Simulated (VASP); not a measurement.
Crystal: KI.

```
I K
1.0
     0.00000    3.60206    3.60206
     3.60206    0.00000    3.60206
     3.60206    3.60206    0.00000
I K
1 1
Direct
  0.50000 0.50000 0.50000
  0.00000 0.00000 0.00000
```

Base run:

* Program: VASP 6.6.1
* Functional: r2SCAN
* Potentials or basis: VASP PAW PBE potentials, release 64 (I, K_sv)
* Cutoff: 520 eV
* k mesh: 7 × 7 × 7
* Occupations: fermi-dirac, width 0.05 eV
* Spin: no spin polarisation

Its results: band gap on the k mesh 4.46 eV, direct; pressure -0.5 GPa.

Problem. The run is repeated on the same cell with these changes: functional from r2SCAN to PBEsol. What comes out?

Solution. Band gap on the k mesh 3.70 eV, direct; pressure -0.8 GPa.

r2SCAN gives the wider gap, since meta-GGAs in the generalised Kohn-Sham scheme recover part of the derivative discontinuity.

Caveats: the PAW data sets were made with another functional, which shifts forces and pressure a little; spin-orbit coupling is left out, which moves the levels of the heavy elements.

A k mesh can miss the band edges.
